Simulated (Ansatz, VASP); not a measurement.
HfO2: VASP beside Ansatz

```
Hf O
1.0
     4.88122    0.00000    0.00000
     0.00000    4.88122    0.00000
     0.00000    0.00000    3.23789
Hf O
2 4
Cartesian
  0.0000 0.0000 -0.1353
  2.4406 2.4406 1.7542
  0.9509 3.9303 1.5755
  1.4897 1.4897 0.0434
  3.3915 3.3915 0.0434
  3.9303 0.9509 1.5755
```

Change from the starting cell: mode 4 frozen in at -0.135 Å, equal normal strain along x, y and z +0.0000.

Alike in both runs: task single point; functional PBE; k mesh 6 × 6 × 8; occupations gaussian, width 0.05 eV; no spin polarisation.

```csv
,VASP,Ansatz
version,VASP 6.6.1,Ansatz 0.2.0
potentials or method,"VASP PAW PBE potentials, release 64 (Hf_pv, O), cutoff 520 eV","scalar-relativistic, plane waves, PAW"
valence electrons in the cell,44,76
```

|  | VASP | Ansatz | Ansatz less VASP |
| --- | --- | --- | --- |
| gap on the k mesh at the Fermi level (eV) | 3.95 | 4.01 | +0.059 |
| least direct gap on the mesh (eV) | 3.95 | 4.01 | +0.059 |
| pressure (GPa) | -2.1 | 0.7 | +2.75 |
| traceless stress, the component that is largest in VASP (GPa) | 0.12 | 0.60 | +0.485 |
| rms of the force components (eV/Å) | 0.272 | 0.279 | +0.0069 |

Atom by atom the forces differ by 0.029 eV/Å (rms over components). VASP's potentials hold 44 valence electrons a cell and Ansatz's 76, so a difference there can come from the potentials and not from the codes.

Neither program's run includes spin-orbit coupling.
